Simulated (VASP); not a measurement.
Here is a VASP 6.6.1 calculation.

The input INCAR:

```
PREC     = Accurate       # precision mode
ENCUT    = 520            # plane-wave cutoff, eV
EDIFF    = 1E-6           # SCF threshold, eV
ISMEAR   = -1             # smearing method
SIGMA    = 0.1            # smearing width, eV
LREAL    = False          # projectors in reciprocal space
LASPH    = True           # aspherical terms in the spheres
NELM     = 100            # most SCF steps
ALGO     = Normal         # electronic algorithm
ISIF     = 2              # what is computed and relaxed
LWAVE    = False          # write WAVECAR
LCHARG   = True           # write CHGCAR
GGA      = B5             # functional
ALDAX    = 1.0          
AGGAX    = 1.0          
AGGAC    = 1.0          
ALDAC    = 0.0          
LELF     = True           # ELF
LVHAR    = True         
NBANDS   = 12             # bands
```

The input KPOINTS:

```
Automatic mesh
0
Gamma
  15 15 15
```

POSCAR

```
Ti
1.0
    0.0000000000      2.0452657550      2.0452657550
    2.0452657550      0.0000000000      2.0452657550
    2.0452657550      2.0452657550      0.0000000000
Ti
1
Direct
    0.0000000000      0.0000000000      0.0000000000
```

Potentials or basis: VASP PAW PBE potentials, release 64 (Ti_sv).

Launch:

```bash
$ cat potpaw_PBE.64/Ti_sv/POTCAR > POTCAR
$ mpirun -np 1 vasp_std > vasp.out
```

(1) What does it give for the pressure?

(2) What does it give for the band gap on the k mesh?

Results:

(1) 4.4 GPa.

(2) zero (band 6 reaches 9.65 eV, above the bottom of band 7 at 8.56 eV).

Caveat: the PAW data sets were made with another functional, which shifts forces and pressure a little.
